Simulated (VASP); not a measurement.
# In9Ga7As7P9 (P1) in VASP: relaxation of volume and atoms at fixed shape with PBEsol

Aim: the relaxation of volume and atoms at fixed shape of In9Ga7As7P9 with PBEsol.

All numbers are computed with VASP 6.6.1; they aren't measurements. Logs are shortened: lines on timing, memory, paths and dates and some standing lists are left out, and cuts for length are marked.

### 1 The cell of the first run

The typed cell holds 64 atoms: a = 11.564 Å, b = 11.564 Å, c = 11.564 Å, α = 90.00°, β = 90.00°, γ = 90.00°.

### 2 Relaxation of volume and atoms at fixed shape, PBEsol

File INCAR:

```
ALGO     = Normal         # electronic algorithm
EDIFF    = 1E-6           # SCF threshold, eV
EDIFFG   = -0.03          # ionic threshold
ENCUT    = 600            # plane-wave cutoff, eV
GGA      = PS             # functional
IBRION   = 2              # ionic algorithm
ISIF     = 8              # what is computed and relaxed
ISMEAR   = -1             # smearing method
ISYM     = 0            
LASPH    = True           # aspherical terms in the spheres
LCHARG   = False          # write CHGCAR
LREAL    = Auto         
LUSENCCL = False        
LWAVE    = False          # write WAVECAR
NELM     = 60             # most SCF steps
NSW      = 100            # ionic steps
PREC     = Accurate       # precision mode
SIGMA    = 0.05           # smearing width, eV
```

File KPOINTS:

```
Automatic mesh
0
Gamma
  1 1 1
  0.25 0.25 0.25
```

File POSCAR:

```
In9Ga7As7P9
1.0
   11.5641710000      0.0000000000      0.0000000000
    0.0000000000     11.5641710000      0.0000000000
    0.0000000000      0.0000000000     11.5641710000
In Ga As P
18 14 14 18
Direct
    0.0030100000      0.9999500000      0.0020800000
    0.9968000000      0.4981970000      0.0007450000
    0.4983790000      0.9980240000      0.0018000000
    0.4995450000      0.9994090000      0.4951330000
    0.2505060000      0.7510070000      0.9987610000
    0.2509450000      0.7501380000      0.4996920000
    0.7499290000      0.2495980000      0.4998390000
    0.7502270000      0.7478780000      0.5014550000
    0.2513310000      0.9981070000      0.2535150000
    0.2488110000      0.9988040000      0.7461810000
    0.2510360000      0.4986190000      0.7495600000
    0.7521920000      0.9993210000      0.2476480000
    0.7477450000      0.5010960000      0.2511720000
    0.0032030000      0.2475580000      0.2499690000
    0.0002300000      0.7486700000      0.2498360000
    0.0019950000      0.7516460000      0.7501930000
    0.4995760000      0.2494730000      0.2477160000
    0.4994590000      0.7506740000      0.7492240000
    0.0016710000      0.9973900000      0.5009240000
    0.9990680000      0.5020740000      0.5000120000
    0.4990170000      0.4989390000      0.0013900000
    0.5006800000      0.5001950000      0.5046270000
    0.2492320000      0.2512320000      0.9996620000
    0.2487300000      0.2499210000      0.4992040000
    0.7482140000      0.2515640000      0.9995640000
    0.7499840000      0.7509830000      0.9948270000
    0.2494910000      0.4990460000      0.2488490000
    0.7488500000      0.0008950000      0.7511490000
    0.7504860000      0.4975510000      0.7500070000
    0.0003930000      0.2521090000      0.7520080000
    0.5018600000      0.2494820000      0.7477980000
    0.5018960000      0.7499640000      0.2509090000
    0.1242630000      0.1241630000      0.1266710000
    0.6251080000      0.1231610000      0.6253970000
    0.6251580000      0.6241160000      0.1233660000
    0.3751880000      0.8767690000      0.1222750000
    0.3757300000      0.8770830000      0.6246240000
    0.8750560000      0.3769500000      0.1261300000
    0.8738990000      0.8770250000      0.1261890000
    0.3761490000      0.6218960000      0.3733850000
    0.8746330000      0.1250350000      0.3758670000
    0.8767530000      0.6252080000      0.3752260000
    0.1249510000      0.3782460000      0.3736490000
    0.1250160000      0.8743810000      0.8750700000
    0.6245830000      0.3755410000      0.8728500000
    0.6223210000      0.8747730000      0.3742710000
    0.1260530000      0.1206830000      0.6243550000
    0.1261210000      0.6228880000      0.1241230000
    0.1260090000      0.6228160000      0.6239150000
    0.6248840000      0.1259250000      0.1213490000
    0.6253090000      0.6236390000      0.6243740000
    0.3737730000      0.3735560000      0.1225520000
    0.3765060000      0.3743670000      0.6234310000
    0.8753000000      0.3735070000      0.6273820000
    0.8739500000      0.8764520000      0.6260980000
    0.3733460000      0.1284030000      0.3746750000
    0.3743240000      0.1240190000      0.8733460000
    0.3771580000      0.6267210000      0.8721700000
    0.8742680000      0.1251180000      0.8710970000
    0.8731310000      0.6223190000      0.8753950000
    0.1241910000      0.3732370000      0.8747040000
    0.1271310000      0.8750430000      0.3752120000
    0.6276750000      0.3746140000      0.3730440000
    0.6273120000      0.8776690000      0.8766660000
```

Potentials or basis: VASP PAW PBE potentials, release 64 (In_d, Ga_d, As, P).

Started as:

```bash
$ cat potpaw_PBE.64/In_d/POTCAR potpaw_PBE.64/Ga_d/POTCAR potpaw_PBE.64/As/POTCAR potpaw_PBE.64/P/POTCAR > POTCAR
$ mpirun -np 1 vasp_std > vasp.out
```

OUTCAR:

```text
EDIFF = 1E-6
   EDIFFG = -0.03
   ENCUT = 600
   GGA = PS
   IBRION = 2
   ISIF = 8
   ISMEAR = -1
   ISYM = 0
   LASPH = True
   LREAL = Auto
   NELM = 60
   NSW = 100
   PREC = Accurate

 ion  position               nearest neighbor table
   1  0.003  1.000  0.002-  33 2.47  44 2.50  39 2.51  59 2.57
   2  0.997  0.498  0.001-  38 2.46  60 2.49  48 2.52  61 2.53
   3  0.498  0.998  0.002-  36 2.44  50 2.50  64 2.50  57 2.53
   4  0.500  0.999  0.495-  46 2.46  37 2.51  56 2.51  34 2.53   9 4.01
   5  0.251  0.751  0.999-  44 2.49  36 2.50  58 2.52  48 2.52
   6  0.251  0.750  0.500-  62 2.49  49 2.51  37 2.51  40 2.54
   7  0.750  0.250  0.500-  41 2.49  63 2.50  34 2.52  54 2.52
   8  0.750  0.748  0.501-  51 2.48  42 2.51  55 2.52  46 2.55
   9  0.251  0.998  0.254-  62 2.46  56 2.49  36 2.51  33 2.54   4 4.01
  10  0.249  0.999  0.746-  47 2.45  37 2.47  44 2.52  57 2.52
  11  0.251  0.499  0.750-  49 2.50  53 2.51  58 2.52  61 2.52
  12  0.752  0.999  0.248-  39 2.44  41 2.51  50 2.54  46 2.54
  13  0.748  0.501  0.251-  63 2.46  35 2.49  38 2.51  42 2.52
  14  0.003  0.248  0.250-  33 2.46  43 2.51  41 2.52  38 2.55
  15  0.000  0.749  0.250-  42 2.49  48 2.52  39 2.53  62 2.53
[... 47 lines left out ...]
  63  0.628  0.375  0.373-  13 2.46   7 2.50  17 2.53  22 2.57
  64  0.627  0.878  0.877-  26 2.45  28 2.47   3 2.50  18 2.55

IMPORTANT INFORMATION: All symmetrisations will be switched off!
NOSYMM: (Re-)initialisation of all symmetry stuff for point group C_1.

----------------------------------------------------------------------------------------

                                     Primitive cell

  volume of cell :    1546.4772

  direct lattice vectors                    reciprocal lattice vectors
    11.564171000  0.000000000  0.000000000     0.086473989  0.000000000  0.000000000
     0.000000000 11.564171000  0.000000000     0.000000000  0.086473989  0.000000000
     0.000000000  0.000000000 11.564171000     0.000000000  0.000000000  0.086473989

  length of vectors
    11.564171000 11.564171000 11.564171000     0.086473989  0.086473989  0.086473989

  position of ions in fractional coordinates (direct lattice)
     0.003010000  0.999950000  0.002080000
     0.996800000  0.498197000  0.000745000
     0.498379000  0.998024000  0.001800000
     0.499545000  0.999409000  0.495133000
     0.250506000  0.751007000  0.998761000
     0.250945000  0.750138000  0.499692000
[... 56 lines left out ...]
     0.627675000  0.374614000  0.373044000
     0.627312000  0.877669000  0.876666000

  ion indices of the primitive-cell ions
   primitive index   ion index
                 1           1
                 2           2
                 3           3
                 4           4
                 5           5
                 6           6
[... 56 lines left out ...]
                63          63
                64          64

----------------------------------------------------------------------------------------

 KPOINTS: Automatic mesh

Automatic generation of k-mesh.
 Grid dimensions read from file:
 generate k-points for:    1    1    1

 Generating k-lattice:

  Cartesian coordinates                     Fractional coordinates (reciprocal lattice)
     0.086473989  0.000000000  0.000000000     1.000000000  0.000000000  0.000000000
     0.000000000  0.086473989  0.000000000     0.000000000  1.000000000  0.000000000
     0.000000000  0.000000000  0.086473989     0.000000000  0.000000000  1.000000000

  Length of vectors
     0.086473989  0.086473989  0.086473989

  Shift w.r.t. Gamma in fractional coordinates (k-lattice)
     0.250000000  0.250000000  0.250000000

 Subroutine IBZKPT returns following result:
 ===========================================

 Found      4 irreducible k-points:

 Following reciprocal coordinates:
            Coordinates               Weight
  0.250000  0.250000  0.250000      2.000000
 -0.250000  0.250000  0.250000      2.000000
 -0.250000 -0.250000  0.250000      2.000000
  0.250000 -0.250000  0.250000      2.000000
   k-points           NKPTS =      4   k-points in BZ     NKDIM =      4   number of bands    NBANDS=    345
   number of dos      NEDOS =    301   number of ions     NIONS =     64
   total plane-waves  NPLWV = 884736
   dimension x,y,z NGX =    96 NGY =   96 NGZ =   96
   dimension x,y,z NGXF=   192 NGYF=  192 NGZF=  192
   ions per type =              18  14  14  18
   NGX,Y,Z   is equivalent  to a cutoff of  13.80, 13.80, 13.80 a.u.
   NGXF,Y,Z  is equivalent  to a cutoff of  27.60, 27.60, 27.60 a.u.
 SYSTEM =  unknown system
   PREC   = accura    normal or accurate (medium, high low for compatibility)
   ISTART =      0    job   : 0-new  1-cont  2-samecut
   ICHARG =      2    charge: 1-file 2-atom 10-const
   ISPIN  =      1    spin polarized calculation?
   LNONCOLLINEAR =      F non collinear calculations
   LSORBIT =      F    spin-orbit coupling
   LASPH  =      T    aspherical Exc in radial PAW
   ENCUT  =  600.0 eV  44.10 Ry    6.64 a.u.  23.10 23.10 23.10*2*pi/ulx,y,z
   NELM   =     60;   NELMIN=  2; NELMDL= -5     # of ELM steps
   EDIFF  = 0.1E-05   stopping-criterion for ELM
   LREAL  =      T    real-space projection
   EDIFFG = -.3E-01   stopping-criterion for IOM
   NSW    =    100    number of steps for IOM
   IBRION =      2    ionic relax: 0-MD 1-quasi-New 2-CG
   NFREE  =      1    steps in history (QN), initial steepest desc. (CG)
   ISIF   =      8    stress and relaxation
   ISYM   =      0    0-nonsym 1-usesym 2-fastsym
   POTIM  = 0.5000    time-step for ionic-motion
   TEBEG  =    0.0;   TEEND  =   0.0 temperature during run
   PSTRESS=    0.0 pullay stress
   NELECT =     576.0000    total number of electrons
   NUPDOWN=      -1.0000    fix difference up-down
   EMIN   =  10.00;   EMAX   =-10.00  energy-range for DOS
   EFERMI =   0.00;   METHOD = LEGACY
   ISMEAR =    -1;   SIGMA  =   0.05  broadening in eV -4-tet -1-fermi 0-gaus
   EFERMI_NEDOS =   21; number of points for ismear=-14 and -15
   IALGO  =     38    algorithm
   IMIX   =      4    mixing-type and parameters
     AMIX     =   0.40;   BMIX     =  1.00
     AMIX_MAG =   1.60;   BMIX_MAG =  1.00
  volume/ion in A,a.u.               =      24.16       163.06
  Fermi-wavevector in a.u.,A,eV,Ry     =   1.177880  2.225871 18.876750  1.387402
  Thomas-Fermi vector in A             =   2.314219
   LORBIT       =      0    0 simple, 1 ext, 2 COOP (PROOUT), +10 PAW based schemes
   GGA     = PS    functional components
   LHFCALC =     F    Hartree Fock is set to
   AEXX    =    0.0000 exact exchange contribution
   IVDW    =     0    specifies the selected vdW correction
   LEPSILON=     F    determine dielectric tensor
   LRPA    =     F    only Hartree local field effects (RPA)
 conjugate gradient relaxation of ions
 non-spin polarized calculation
  energy-cutoff  :      600.00
  volume of cell :     1546.48
 maximum number of plane-waves:     51642
 NGX is ok and might be reduce to    96
   NGX = 47   NGY = 47   NGZ = 47

--------------------------------------- Ionic step        1  -------------------------------------------

 number of electron     576.0000038 magnetization

 Free energy of the ion-electron system (eV)
  ---------------------------------------------------
  ext. energy  EPLUGINS =         0.00000000
  ---------------------------------------------------
  free energy    TOTEN  =      -288.06277263 eV

  energy without entropy =     -288.06276909  energy(sigma->0) =     -288.06277086

------------------------ aborting loop because EDIFF is reached ----------------------------------------

  FORCE on cell =-STRESS in cart. coord.  units (eV):
  Direction    XX          YY          ZZ          XY          YZ          ZX
  --------------------------------------------------------------------------------------
  -------------------------------------------------------------------------------------
  Total        9.9479626      9.5769772     10.0399554      0.5671594      0.7139385     -3.2113662
  in kB       10.3062628      9.9219154     10.4015689      0.5875870      0.7396527     -3.3270314
  external PRESSURE =      10.2099157 kB  Pullay stress =       0.0000000 kB
[... 275 lines left out ...]
  FREE ENERGIE OF THE ION-ELECTRON SYSTEM (eV)
  ---------------------------------------------------
  free  energy   TOTEN  =      -290.8135081318 eV

  energy  without entropy=     -290.8135008037  energy(sigma->0) =     -290.81350447

[... ionic steps 4 to 14 ...]

--------------------------------------- Ionic step       15  -------------------------------------------

 number of electron     575.9999998 magnetization

------------------------ aborting loop because EDIFF is reached ----------------------------------------
[... 191 lines left out ...]
--------------------------------------- Ionic step       17  -------------------------------------------

 number of electron     575.9999993 magnetization

 Free energy of the ion-electron system (eV)
  ---------------------------------------------------
  ext. energy  EPLUGINS =         0.00000000
  ---------------------------------------------------
  free energy    TOTEN  =      -292.10674131 eV

  energy without entropy =     -292.10673710  energy(sigma->0) =     -292.10673921

 E-fermi :   5.1020     XC(G=0):  -9.6001

 val. band max:        4.4369739173   @ k =   0.2500  -0.2500   0.2500
 cond. band min:       5.7706794121   @ k =   0.2500  -0.2500   0.2500
 fundamental gap:      1.3337054947
 Fermi energy:         5.1020444846

 k-point     1 :       0.2500    0.2500    0.2500
  band No.  band energies     occupation
      1     -10.2071      2.00000
      2     -10.2021      2.00000
      3     -10.1995      2.00000
      4     -10.1868      2.00000
      5     -10.1813      2.00000
      6     -10.1735      2.00000
[... 1201 lines left out ...]
    299       6.8005      0.00000
    300       6.8128      0.00000
 [bands above 300 left out]

------------------------ aborting loop because EDIFF is reached ----------------------------------------

  FORCE on cell =-STRESS in cart. coord.  units (eV):
  Direction    XX          YY          ZZ          XY          YZ          ZX
  --------------------------------------------------------------------------------------
  -------------------------------------------------------------------------------------
  Total        0.1274398      0.5783869     -0.0958571     -0.3831099     -0.3130198      1.0928048
  in kB        0.1324666      0.6012011     -0.0996381     -0.3982215     -0.3253667      1.1359100
  external PRESSURE =       0.2113432 kB  Pullay stress =       0.0000000 kB
[... 79 lines left out ...]
  FREE ENERGIE OF THE ION-ELECTRON SYSTEM (eV)
  ---------------------------------------------------
  free  energy   TOTEN  =      -292.1067413136 eV

  energy  without entropy=     -292.1067371003  energy(sigma->0) =     -292.10673921

 reached required accuracy - stopping structural energy minimisation
```

Run time: 47 min. Hardware: 1 × NVIDIA H100 80GB with 1 thread of AMD EPYC 7R13 (Zen 3), shared host; peak memory 3.3 GiB.

What came out:

* Free energy: -292.1067 eV
* Relaxed volume: 24.08 Å³/atom
* Relaxed cell: a = 11.551 Å, b = 11.551 Å, c = 11.551 Å, α = 90.00°, β = 90.00°, γ = 90.00°
* Space group after relaxing (to 0.1 Å): P1 (No. 1)
* Energy gained by relaxing: 63.2 meV/atom
* Ionic steps: 17
* Pressure after relaxing: 0.0 GPa
* Largest force after relaxing: 0.024 eV/Å
* Band gap on the k mesh: 1.33 eV

Forces on the atoms (eV/Å):
```
In  -0.002 -0.004  0.005
In  -0.004  0.013  0.001
In   0.010 -0.008  0.001
In   0.001 -0.016 -0.003
In   0.000  0.005  0.010
In   0.000  0.005 -0.007
In  -0.005 -0.003  0.002
In   0.012  0.005 -0.005
In   0.001  0.005  0.003
In  -0.003 -0.003 -0.007
In  -0.007  0.011 -0.001
In   0.011 -0.010 -0.009
In   0.000  0.005  0.000
In   0.005 -0.003  0.009
In  -0.008 -0.010  0.016
In   0.002  0.014  0.005
In  -0.003 -0.013 -0.002
In  -0.003 -0.007  0.001
Ga  -0.005  0.002 -0.008
Ga   0.011  0.003 -0.001
Ga   0.000 -0.003  0.005
Ga   0.000  0.006 -0.019
Ga   0.002  0.006  0.003
Ga   0.008 -0.010 -0.007
Ga  -0.005 -0.011  0.002
Ga   0.000  0.000  0.000
Ga  -0.002  0.005  0.000
Ga  -0.008 -0.008 -0.003
Ga   0.003  0.006  0.001
Ga   0.004 -0.007  0.011
Ga   0.007 -0.002 -0.003
Ga  -0.006 -0.002  0.002
As  -0.012 -0.006  0.001
As   0.005 -0.006  0.001
As  -0.005  0.005  0.000
As   0.002  0.017  0.016
As  -0.013 -0.007  0.004
As  -0.001 -0.008  0.005
As   0.007 -0.003 -0.007
As  -0.002  0.011 -0.011
As  -0.004 -0.009 -0.018
As  -0.002 -0.001 -0.002
As   0.014  0.000 -0.010
As   0.007 -0.002  0.007
As  -0.007  0.015  0.005
As   0.002 -0.007 -0.006
P   -0.005  0.015  0.000
P   -0.002  0.005  0.021
P   -0.002  0.017 -0.002
P   -0.005 -0.009 -0.004
P    0.012  0.006 -0.013
P    0.003  0.012  0.009
P   -0.003  0.000 -0.004
P    0.004 -0.004  0.004
P   -0.007  0.001 -0.014
P   -0.007 -0.015  0.001
P    0.008 -0.003  0.004
P    0.005 -0.007  0.009
P    0.014 -0.018  0.002
P   -0.004  0.016 -0.002
P   -0.004  0.008  0.002
P   -0.010  0.008 -0.002
P   -0.008 -0.004 -0.005
P    0.004  0.006  0.008
```

Step by step:
| step | energy change (eV) | largest force (eV/Å) | pressure (GPa) | volume (Å³) |
| --- | --- | --- | --- | --- |
| 1 | 0.0000 | 1.9402 | 1.02 | 1546.48 |
| 2 | -2.3767 | 0.8907 | -1.08 | 1581.20 |
| 3 | -2.7507 | 0.6743 | -2.06 | 1602.16 |
| 4 | -3.6016 | 0.6570 | 0.46 | 1535.28 |
| 5 | -3.6020 | 0.6669 | 0.53 | 1533.59 |
| 6 | -3.8928 | 0.3251 | 0.22 | 1538.26 |
| 7 | -3.9396 | 0.3212 | 0.06 | 1540.92 |
| 8 | -4.0008 | 0.1503 | -0.10 | 1544.14 |
| 9 | -4.0116 | 0.1399 | -0.19 | 1546.18 |
| 10 | -4.0270 | 0.0847 | 0.16 | 1538.22 |
| 11 | -4.0270 | 0.0848 | 0.17 | 1537.91 |
| 12 | -4.0373 | 0.0534 | 0.01 | 1541.59 |
| 13 | -4.0377 | 0.0631 | -0.02 | 1542.27 |
| 14 | -4.0414 | 0.0342 | -0.02 | 1542.28 |
| 15 | -4.0423 | 0.0335 | -0.02 | 1542.29 |
| 16 | -4.0423 | 0.0398 | -0.02 | 1542.29 |
| 17 | -4.0440 | 0.0235 | 0.02 | 1541.38 |

Final structure:
```
In Ga As P
1.0
    11.55145    0.00000    0.00000
     0.00000   11.55145    0.00000
     0.00000    0.00000   11.55145
In Ga As P
18 14 14 18
Direct
  0.99413 0.00751 0.99223
  0.99951 0.49762 0.99378
  0.50591 0.00552 0.99280
  0.49754 0.00566 0.49863
  0.25491 0.74033 0.00250
  0.24469 0.74322 0.49663
  0.75289 0.25784 0.50975
  0.74999 0.74900 0.50898
  0.24901 0.00274 0.25910
  0.24792 0.01467 0.74828
  0.25212 0.49105 0.74671
  0.74728 0.00111 0.24355
  0.74285 0.49980 0.25073
  0.00569 0.25287 0.25236
  0.00602 0.74748 0.25242
  0.99162 0.74687 0.74509
  0.49528 0.25711 0.24625
  0.50970 0.74219 0.75390
  0.00163 0.00267 0.50921
  0.00361 0.49459 0.51094
  0.49501 0.49654 0.99783
  0.50141 0.49171 0.50438
  0.25486 0.25802 0.99223
  0.25118 0.25257 0.50524
  0.74682 0.24714 0.98914
  0.74664 0.74638 0.98845
  0.25451 0.49585 0.24476
  0.75615 0.00257 0.75360
  0.75090 0.49731 0.74940
  0.99798 0.25155 0.74767
  0.49604 0.25447 0.75109
  0.50075 0.74260 0.24719
  0.13599 0.13280 0.11464
  0.62449 0.12590 0.64109
  0.61766 0.62840 0.11280
  0.38277 0.87268 0.13148
  0.37418 0.87176 0.62844
  0.86555 0.36630 0.11725
  0.87018 0.86400 0.11428
  0.38278 0.61336 0.36955
  0.87981 0.11985 0.38303
  0.88290 0.61471 0.38584
  0.13492 0.38308 0.38399
  0.12651 0.87240 0.87285
  0.62256 0.37591 0.87279
  0.61822 0.86709 0.36925
  0.11727 0.13694 0.61941
  0.13098 0.61341 0.13041
  0.11941 0.61605 0.62369
  0.62998 0.13664 0.11688
  0.62640 0.60653 0.62585
  0.36810 0.38127 0.11436
  0.38190 0.36638 0.61972
  0.88346 0.38289 0.63642
  0.87403 0.89041 0.62736
  0.36824 0.13760 0.38210
  0.37637 0.14193 0.87384
  0.38092 0.61356 0.87677
  0.86880 0.13497 0.86407
  0.86123 0.62200 0.87099
  0.12417 0.36154 0.87064
  0.11639 0.88308 0.38608
  0.61850 0.37799 0.38290
  0.64052 0.87684 0.87073
```

Levels at points of the mesh, in eV from the valence-band top:
| k point | band 284 | band 285 | band 286 | band 287 | band 288 | band 289 | band 290 | band 291 | band 292 | band 293 |
| --- | --- | --- | --- | --- | --- | --- | --- | --- | --- | --- |
| (0.25, 0.25, 0.25) | -0.52 | -0.50 | -0.44 | -0.08 | -0.01 | 1.34 | 1.60 | 1.73 | 1.85 | 1.87 |

Caveat: the PAW data sets were made with another functional, which shifts forces and pressure a little; spin-orbit coupling is left out, which moves the levels of the heavy elements; a shifted mesh leaves out Γ, where band edges can lie.
